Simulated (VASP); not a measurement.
Here is a VASP 6.6.1 calculation.

The input INCAR:

```
SYSTEM = Zn2Sb
PREC     = Accurate       ! precision mode
ENCUT    = 520            ! plane-wave cutoff, eV
EDIFF    = 1E-6           ! SCF threshold, eV
ISMEAR   = 0              ! smearing method
SIGMA    = 0.1            ! smearing width, eV
LREAL    = .False.        ! projectors in reciprocal space
LASPH    = .True.         ! aspherical terms in the spheres
NELM     = 60             ! most SCF steps
ALGO     = Fast           ! electronic algorithm
ISIF     = 2              ! what is computed and relaxed
LWAVE    = .False.        ! write WAVECAR
LCHARG   = .False.        ! write CHGCAR
GGA      = PE             ! functional
NBANDS   = 38             ! bands
```

File KPOINTS:

```
regular mesh
0
Gamma
  8 8 8
  0 0 0
```

File POSCAR:

```
Zn2Sb
1.0
    0.0000000000      3.8876393818      3.8876393818
    3.8876393818      0.0000000000      3.8876393818
    3.8876393818      3.8876393818      0.0000000000
Zn Sb
4 2
Direct
    0.6250000000      0.6250000000      0.6250000000
    0.1250000000      0.6250000000      0.6250000000
    0.6250000000      0.6250000000      0.1250000000
    0.6250000000      0.1250000000      0.6250000000
    0.0000000000      0.0000000000      0.0000000000
    0.2500000000      0.2500000000      0.2500000000
```

Potentials or basis: VASP PAW PBE potentials, release 64 (Zn, Sb).

Launch:

```sh
$ cat potpaw_PBE.64/Zn/POTCAR potpaw_PBE.64/Sb/POTCAR > POTCAR
$ mpirun -np 1 vasp_std > vasp.out
```

Task: Estimate the pressure.

Result: 0.2 GPa.

Task: Predict the band gap on the k mesh.

Result: Zero (band 29 reaches 7.27 eV, above the bottom of band 30 at 3.74 eV).

Caveat: spin-orbit coupling is left out, which moves the levels of the heavy elements.
